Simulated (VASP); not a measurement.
A run of VASP 6.6.1 is set up as follows.

INCAR

```
ALGO     = Normal         # electronic algorithm
EDIFF    = 1E-6           # SCF threshold, eV
ENCUT    = 520            # plane-wave cutoff, eV
GGA      = PE             # functional
ISIF     = 2              # what is computed and relaxed
ISMEAR   = 0              # smearing method
IVDW     = 12             # dispersion correction
LASPH    = True           # aspherical terms in the spheres
LCHARG   = False          # write CHGCAR
LREAL    = False          # projectors in reciprocal space
LWAVE    = False          # write WAVECAR
NBANDS   = 16             # bands
NELM     = 60             # most SCF steps
PREC     = Accurate       # precision mode
SIGMA    = 0.05           # smearing width, eV
```

Contents of KPOINTS:

```
k-points
0
Gamma
  12 12 4
```

The input POSCAR:

```
BN
1.0
    2.5099983704      0.0000000000      0.0000000000
   -1.2549991852      2.1737223522      0.0000000000
    0.0000000000      0.0000000000      6.6900000000
B N
2 2
Direct
    0.0000000000      0.0000000000      0.5000000000
    0.3333333333      0.6666666667      0.0000000000
    0.0000000000      0.0000000000      0.0000000000
    0.6498280210      0.3793373687      0.5000000000
```

Potentials or basis: VASP PAW PBE potentials, release 64 (B, N).

Command:

```sh
$ cat potpaw_PBE.64/B/POTCAR potpaw_PBE.64/N/POTCAR > POTCAR
$ mpirun -np 1 vasp_std > vasp.out
```

Question: Predict the dispersion energy per atom.

Answer: -0.139 eV.

Question: Estimate the largest force.

Answer: 4.979 eV/Å.

Question: Predict the band gap on the k mesh.

Answer: 3.75 eV, indirect (least direct gap 4.48 eV).

Stress tensor (GPa, compression positive):
```
-2.29  4.35  0.00
 4.35  9.31  0.00
 0.00  0.00 -0.51
```

Caveat: the cell differs from its parent crystal (atom 4 (N) moved by (-0.100, +0.100) A along x and y); forces of over 1 eV/Å act on the atoms, so gaps and moduli don't describe the material at rest. A k mesh can miss the band edges.
